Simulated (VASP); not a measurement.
# Ag (P6/mmm) in VASP: a series of runs

The runs below take Ag through single point, relaxation of cell and atoms, with PBE.

Everything below comes from runs of VASP 6.6.1. Logs are shortened: lines on timing, memory, paths and dates and some standing lists are left out, and cuts for length are marked.

## 1. The cell of the first run

It takes space group P6/mmm (No. 191, hexagonal). The conventional cell has a = 2.858 Å, b = 2.858 Å, c = 2.756 Å, α = 90.00°, β = 90.00°, γ = 120.00°. Ag (site symmetry 6/mmm) has 8 Ag at 2.76 to 2.86 Å within 3.6 Å.

This isn't the form of Ag at room conditions, which is fcc.

## 2. Single point, PBE

Input file INCAR:

```
PREC     = Accurate       # precision mode
ENCUT    = 520            # plane-wave cutoff, eV
EDIFF    = 1E-7           # SCF threshold, eV
ISMEAR   = 0              # smearing method
SIGMA    = 0.1            # smearing width, eV
LREAL    = F              # projectors in reciprocal space
LASPH    = T              # aspherical terms in the spheres
NELM     = 60             # most SCF steps
ALGO     = Normal         # electronic algorithm
ISIF     = 2              # what is computed and relaxed
LWAVE    = F              # write WAVECAR
LCHARG   = F              # write CHGCAR
GGA      = PE             # functional
NBANDS   = 12             # bands
```

Input file KPOINTS:

```
Automatic mesh
0
Gamma
  9 9 6
```

Input file POSCAR:

```
Ag
1.0
    2.8583524442      0.0000000000      0.0000000000
   -1.4291762221      2.4754058296      0.0000000000
    0.0000000000      0.0000000000      2.7558117323
Ag
1
Direct
    0.0000000000      0.0000000000      0.0000000000
```

Potentials or basis: VASP PAW PBE potentials, release 64 (Ag).

Run with:

```sh
$ cat potpaw_PBE.64/Ag/POTCAR > POTCAR
$ mpirun -np 1 vasp_std > vasp.out
```

OUTCAR:

```text
PREC = Accurate
   ENCUT = 520
   EDIFF = 1E-7
   ISMEAR = 0
   LREAL = F
   LASPH = T
   NELM = 60
   ISIF = 2
   GGA = PE

 ion  position               nearest neighbor table
   1  0.000  0.000  0.000-

  LATTYP: Found a hexagonal cell.
 ALAT       =     2.8583524442
 C/A-ratio  =     0.9641259383

  Lattice vectors:

 A1 = (   2.8583524442,   0.0000000000,   0.0000000000)
 A2 = (  -1.4291762221,   2.4754058296,   0.0000000000)
 A3 = (   0.0000000000,   0.0000000000,   2.7558117323)

Analysis of symmetry for initial positions (statically):
=====================================================================
 Subroutine PRICEL returns:
 Original cell was already a primitive cell.

 Routine SETGRP: Setting up the symmetry group for a
 hexagonal supercell.

 Subroutine GETGRP returns: Found 24 space group operations
 (whereof 24 operations were pure point group operations)
 out of a pool of 24 trial point group operations.

The static configuration has the point symmetry D_6h.

Analysis of symmetry for dynamics (positions and initial velocities):
=====================================================================
 Subroutine PRICEL returns:
 Original cell was already a primitive cell.

 Routine SETGRP: Setting up the symmetry group for a
 hexagonal supercell.

 Subroutine GETGRP returns: Found 24 space group operations
 (whereof 24 operations were pure point group operations)
 out of a pool of 24 trial point group operations.

The dynamic configuration has the point symmetry D_6h.

 Subroutine INISYM returns: Found 24 space group operations
 (whereof 24 operations are pure point group operations),
 and found     1 'primitive' translations

----------------------------------------------------------------------------------------

                                     Primitive cell

  volume of cell :      19.4990

  direct lattice vectors                    reciprocal lattice vectors
     2.858352444  0.000000000  0.000000000     0.349851888  0.201987082  0.000000000
    -1.429176222  2.475405830  0.000000000     0.000000000  0.403974164  0.000000000
     0.000000000  0.000000000  2.755811732     0.000000000  0.000000000  0.362869491

  length of vectors
     2.858352444  2.858352444  2.755811732     0.403974164  0.403974164  0.362869491

  position of ions in fractional coordinates (direct lattice)
     0.000000000  0.000000000  0.000000000

  ion indices of the primitive-cell ions
   primitive index   ion index
                 1           1

----------------------------------------------------------------------------------------

 KPOINTS: Automatic mesh

Automatic generation of k-mesh.
 Grid dimensions read from file:
 generate k-points for:    9    9    6

 Generating k-lattice:

  Cartesian coordinates                     Fractional coordinates (reciprocal lattice)
     0.038872432  0.022443009  0.000000000     0.111111111  0.000000000  0.000000000
     0.000000000  0.044886018  0.000000000     0.000000000  0.111111111  0.000000000
     0.000000000  0.000000000  0.060478248     0.000000000  0.000000000  0.166666667

  Length of vectors
     0.044886018  0.044886018  0.060478248

  Shift w.r.t. Gamma in fractional coordinates (k-lattice)
     0.000000000  0.000000000  0.000000000

 Subroutine IBZKPT returns following result:
 ===========================================

 Found     48 irreducible k-points:

 Following reciprocal coordinates:
            Coordinates               Weight
  0.000000  0.000000  0.000000      1.000000
  0.111111  0.000000  0.000000      6.000000
  0.222222  0.000000  0.000000      6.000000
  0.333333  0.000000  0.000000      6.000000
  0.444444  0.000000  0.000000      6.000000
  0.111111  0.111111  0.000000      6.000000
[... 16 lines left out ...]
  0.333333  0.222222  0.166667     24.000000
  0.333333  0.333333  0.166667      4.000000
 [... further k-points ...]
   k-points           NKPTS =     48   k-points in BZ     NKDIM =     48   number of bands    NBANDS=     12
   number of dos      NEDOS =    301   number of ions     NIONS =      1
   total plane-waves  NPLWV =  11520
   dimension x,y,z NGX =    24 NGY =   24 NGZ =   20
   dimension x,y,z NGXF=    48 NGYF=   48 NGZF=   40
   ions per type =               1
   NGX,Y,Z   is equivalent  to a cutoff of  13.96, 13.96, 12.07 a.u.
   NGXF,Y,Z  is equivalent  to a cutoff of  27.92, 27.92, 24.13 a.u.
 SYSTEM =  unknown system
   PREC   = accura    normal or accurate (medium, high low for compatibility)
   ISTART =      0    job   : 0-new  1-cont  2-samecut
   ICHARG =      2    charge: 1-file 2-atom 10-const
   ISPIN  =      1    spin polarized calculation?
   LNONCOLLINEAR =      F non collinear calculations
   LSORBIT =      F    spin-orbit coupling
   LASPH  =      T    aspherical Exc in radial PAW
   ENCUT  =  520.0 eV  38.22 Ry    6.18 a.u.   5.31  5.31  5.12*2*pi/ulx,y,z
   NELM   =     60;   NELMIN=  2; NELMDL= -5     # of ELM steps
   EDIFF  = 0.1E-06   stopping-criterion for ELM
   LREAL  =      F    real-space projection
   EDIFFG = 0.1E-05   stopping-criterion for IOM
   NSW    =      0    number of steps for IOM
   IBRION =     -1    ionic relax: 0-MD 1-quasi-New 2-CG
   NFREE  =      0    steps in history (QN), initial steepest desc. (CG)
   ISIF   =      2    stress and relaxation
   ISYM   =      2    0-nonsym 1-usesym 2-fastsym
   POTIM  = 0.5000    time-step for ionic-motion
   TEBEG  =    0.0;   TEEND  =   0.0 temperature during run
   PSTRESS=    0.0 pullay stress
   NELECT =      11.0000    total number of electrons
   NUPDOWN=      -1.0000    fix difference up-down
   EMIN   =  10.00;   EMAX   =-10.00  energy-range for DOS
   EFERMI =   0.00;   METHOD = LEGACY
   ISMEAR =     0;   SIGMA  =   0.10  broadening in eV -4-tet -1-fermi 0-gaus
   EFERMI_NEDOS =   21; number of points for ismear=-14 and -15
   IALGO  =     38    algorithm
   IMIX   =      4    mixing-type and parameters
     AMIX     =   0.40;   BMIX     =  1.00
     AMIX_MAG =   1.60;   BMIX_MAG =  1.00
  volume/ion in A,a.u.               =      19.50       131.59
  Fermi-wavevector in a.u.,A,eV,Ry     =   1.352701  2.556234 24.895941  1.829800
  Thomas-Fermi vector in A             =   2.480018
   LORBIT       =      0    0 simple, 1 ext, 2 COOP (PROOUT), +10 PAW based schemes
   GGA     = PE    functional components
   LHFCALC =     F    Hartree Fock is set to
   AEXX    =    0.0000 exact exchange contribution
   IVDW    =     0    specifies the selected vdW correction
   LEPSILON=     F    determine dielectric tensor
   LRPA    =     F    only Hartree local field effects (RPA)
 non-spin polarized calculation
 Gauss-broadening in eV      SIGMA  =   0.10
  energy-cutoff  :      520.00
  volume of cell :       19.50
 maximum number of plane-waves:       539
 NGX is ok and might be reduce to    24
   NGX = 11   NGY = 11   NGZ = 11

 number of electron      11.0000003 magnetization

 Free energy of the ion-electron system (eV)
  ---------------------------------------------------
  ext. energy  EPLUGINS =         0.00000000
  ---------------------------------------------------
  free energy    TOTEN  =        -2.54861273 eV

  energy without entropy =       -2.54724312  energy(sigma->0) =       -2.54792792

 E-fermi :   6.3736     XC(G=0): -11.3689

 val. band max:        6.3203449007   @ k =   0.3333   0.0000   0.3333
 cond. band min:       6.5336495438   @ k =   0.1111   0.0000   0.5000
 fundamental gap:      0.2133046431
 Fermi energy:         6.3735890742

 k-point     1 :       0.0000    0.0000    0.0000
  band No.  band energies     occupation
      1      -0.1232      2.00000
      2       0.8603      2.00000
      3       2.2576      2.00000
      4       2.2576      2.00000
      5       3.8387      2.00000
      6       3.8387      2.00000
      7      20.0602      0.00000
      8      22.7914      0.00000
      9      25.3221      0.00000
     10      25.3221      0.00000
     11      25.6231      0.00000
     12      29.3534      0.00000

 k-point     2 :       0.1111    0.0000    0.0000
  band No.  band energies     occupation
      1       0.2264      2.00000
      2       0.9398      2.00000
      3       2.1538      2.00000
      4       2.4402      2.00000
      5       3.7097      2.00000
      6       3.8136      2.00000
      7      20.5885      0.00000
      8      21.7080      0.00000
      9      23.7699      0.00000
     10      23.9123      0.00000
     11      25.6011      0.00000
     12      30.9070      0.00000

 k-point     3 :       0.2222    0.0000    0.0000
  band No.  band energies     occupation
      1       0.9431      2.00000
      2       1.1467      2.00000
      3       2.2442      2.00000
      4       2.9315      2.00000
      5       3.4013      2.00000
      6       3.7507      2.00000
      7      17.8230      0.00000
      8      21.7389      0.00000
      9      22.0572      0.00000
     10      23.8087      0.00000
     11      25.3942      0.00000
     12      32.7541      0.00000
[... 286 lines left out ...]
 k-point    23 :       0.3333    0.2222    0.1667
  band No.  band energies     occupation
      1       1.6503      2.00000
      2       2.1029      2.00000
      3       2.2766      2.00000
      4       3.0532      2.00000
      5       3.0874      2.00000
      6       8.5411      0.00000
      7      11.5612      0.00000
      8      14.4898      0.00000
      9      22.3019      0.00000
     10      24.7844      0.00000
     11      27.4983      0.00000
     12      30.6072      0.00000

 k-point    24 :       0.3333    0.3333    0.1667
  band No.  band energies     occupation
      1       2.1342      2.00000
      2       2.1342      2.00000
      3       2.1396      2.00000
      4       2.8659      2.00000
      5       2.8659      2.00000
      6      10.9284      0.00000
      7      11.4366      0.00000
      8      11.4366      0.00000
      9      24.0617      0.00000
     10      24.0617      0.00000
     11      26.1001      0.00000
     12      33.1214      0.00000

 [... further k-points ...]
[... 5 lines left out ...]
  --------------------------------------------------------------------------------------
  -------------------------------------------------------------------------------------
  Total       -0.0139489     -0.0139489     -0.0160022      0.0000000      0.0000000      0.0000000
  in kB       -1.1461424     -1.1461424     -1.3148566      0.0000000      0.0000000      0.0000000
  external PRESSURE =      -1.2023804 kB  Pullay stress =       0.0000000 kB

 VOLUME and BASIS-vectors are now :
 -----------------------------------------------------------------------------
  energy-cutoff  :      520.00
  volume of cell :       19.50
      direct lattice vectors                 reciprocal lattice vectors
     2.858352444  0.000000000  0.000000000     0.349851888  0.201987082  0.000000000
    -1.429176222  2.475405830  0.000000000     0.000000000  0.403974164  0.000000000
     0.000000000  0.000000000  2.755811732     0.000000000  0.000000000  0.362869491

 POSITION                                       TOTAL-FORCE (eV/Angst)
 -----------------------------------------------------------------------------------
      0.00000      0.00000      0.00000         0.000000      0.000000      0.000000
 -----------------------------------------------------------------------------------
    total drift:                                0.000000      0.000000      0.000000

  FREE ENERGIE OF THE ION-ELECTRON SYSTEM (eV)
  ---------------------------------------------------
  free  energy   TOTEN  =        -2.5486127287 eV

  energy  without entropy=       -2.5472431164  energy(sigma->0) =       -2.54792792
```

Wall time 5.8 s (1 thread of Intel Xeon Platinum 8259CL at 2.50GHz (Skylake/Cascade Lake), shared host); peak memory 0.13 GiB.

Results:

* Free energy: -2.5486 eV
* Pressure: -0.1 GPa
* Band gap on the k mesh: zero (an odd number of electrons rules out a gap without spin polarisation)

Caveat: the k points lie up to 0.38 Å⁻¹ apart, too coarse for converged energies and pressures of a metal.

## 3. Single point, PBE

This run uses another cell than the first one, of 17.65 Å³/atom.

Input file INCAR:

```
SYSTEM = Ag
PREC = Accurate
ENCUT = 520
EDIFF = 1E-6
ISMEAR = 0
SIGMA = 0.1
LREAL = .FALSE.
LASPH = .TRUE.
NELM = 80
ALGO = Normal
ISIF = 2
LWAVE = .FALSE.
LCHARG = .FALSE.
GGA = PE
NBANDS = 12
```

Input file KPOINTS:

```
regular mesh
0
G
  9 9 8
  0 0 0
```

Input file POSCAR:

```
Ag
1.0
    2.7939576771      0.0000000000      0.0000000000
   -1.3969788386      2.4196383255      0.0000000000
    0.0000000000      0.0000000000      2.6106042045
Ag
1
Direct
    0.0000000000      0.0000000000      0.0000000000
```

Potentials or basis: VASP PAW PBE potentials, release 64 (Ag).

Run with:

```sh
$ cat potpaw_PBE.64/Ag/POTCAR > POTCAR
$ mpirun -np 1 vasp_std > vasp.out
```

Run time: 6.4 s. Hardware: 1 thread of Intel Xeon Platinum 8259CL at 2.50GHz (Skylake/Cascade Lake), shared host; peak memory 0.14 GiB.

It converged, with:

```yaml
Free_energy: -2.4695 eV
Pressure: 9.4 GPa
Band_gap_on_the_k_mesh: zero (an odd number of electrons rules out a gap without spin polarisation)
```

Stress tensor (GPa, compression positive):
```
 5.45  0.00  0.00
 0.00  5.45  0.00
 0.00  0.00 17.31
```

Levels at points of the mesh, in eV from the Fermi level:
```csv
k point,band 3,band 4,band 5,band 6,band 7,band 8,band 9,band 10
"(0.00, 0.00, 0.00)",-4.73,-4.73,-2.79,-2.79,14.98,16.14,19.26,19.26
"(0.00, 0.00, 0.50)",-4.45,-4.01,-4.01,-1.01,2.30,19.46,21.66,21.77
```

Caveat: the stress differs along the axes, from 5 to 17 GPa.

## 4. Relaxation of cell and atoms, PBE

This run uses another cell than the first one, of 17.65 Å³/atom.

Input file INCAR:

```
  ALGO = Normal
  EDIFF = 1E-7
  EDIFFG = -0.04
  ENCUT = 600
  GGA = PE
  IBRION = 2
  ISIF = 3
  ISMEAR = 0
  LASPH = True
  LCHARG = False
  LREAL = False
  LWAVE = False
  NELM = 80
  NSW = 90
  PREC = Accurate
  SIGMA = 0.1
```

Input file KPOINTS:

```
k-points
0
Gamma
  9 9 6
```

POSCAR is that of step 3.

Run with:

```sh
$ cat potpaw_PBE.64/Ag/POTCAR > POTCAR
$ mpirun -np 1 vasp_std > vasp.out
```

It took 14 s on 1 thread of Intel Xeon Platinum 8259CL at 2.50GHz (Skylake/Cascade Lake), shared host; peak memory 0.15 GiB.

It converged, with:

* Free energy: -2.5472 eV
* Relaxed volume: 19.46 Å³/atom
* Relaxed cell: a = 2.858 Å, b = 2.858 Å, c = 2.752 Å, α = 90.00°, β = 90.00°, γ = 120.00°
* Space group after relaxing (to 0.1 Å): P6/mmm (No. 191)
* Energy gained by relaxing: 60.2 meV/atom
* Ionic steps: 3
* Pressure after relaxing: 0.0 GPa
* Band gap on the k mesh: zero (an odd number of electrons rules out a gap without spin polarisation)

Stress tensor (GPa, compression positive):
```
-0.08  0.00  0.00
 0.00 -0.08  0.00
 0.00  0.00  0.14
```

Step by step:
```tsv
step	energy change (eV)	largest force (eV/Å)	pressure (GPa)	volume (Å³)
1	0.0000	0.0000	10.09	17.65
2	-0.0440	0.0000	-3.72	20.63
3	-0.0602	0.0000	-0.01	19.46
```

Final structure:
```
Ag
1.0
     2.85762    0.00000    0.00000
    -1.42881    2.47477    0.00000
     0.00000    0.00000    2.75162
Ag
1
Direct
  0.00000 0.00000 0.00000
```

Levels at points of the mesh, in eV from the Fermi level:
```tsv
k point	band 2	band 3	band 4	band 5	band 6	band 7	band 8	band 9
(0.00, 0.00, 0.00)	-5.53	-4.12	-4.12	-2.53	-2.53	13.73	16.41	18.95
(0.00, 0.00, 0.50)	-3.93	-3.93	-3.40	-3.40	-0.56	1.75	19.30	21.29
```

Caveat: the k points lie up to 0.38 Å⁻¹ apart in the final cell, too coarse for converged energies and pressures of a metal.

## 5. Summary

```csv
task,cell,k mesh,cutoff (eV),gap on the mesh (eV),pressure (GPa)
single point,"a = 2.858, b = 2.858, c = 2.756 Å, angles 90.0, 90.0, 120.0°, 1 atom",9 × 9 × 6,520,none,-0.1
single point,"a = 2.794, b = 2.794, c = 2.611 Å, angles 90.0, 90.0, 120.0°, 1 atom",9 × 9 × 8,520,none,9.4
relaxation of cell and atoms,"relaxed from a = 2.794, b = 2.794, c = 2.611 Å, angles 90.0, 90.0, 120.0°, 1 atom",9 × 9 × 6,600,none,0.0
```

Alike in all rows: level PBE; potentials or basis VASP PAW PBE potentials, release 64 (Ag); no spin polarisation; smearing gaussian 0.1 eV.

Caveats: some runs use coarse meshes; the stress differs along the axes, from 5 to 17 GPa (at least some runs).

Absolute energies hang on the potentials; compare differences alone.

The gap in the log of VASP goes by the Fermi energy; the results here count the filled bands.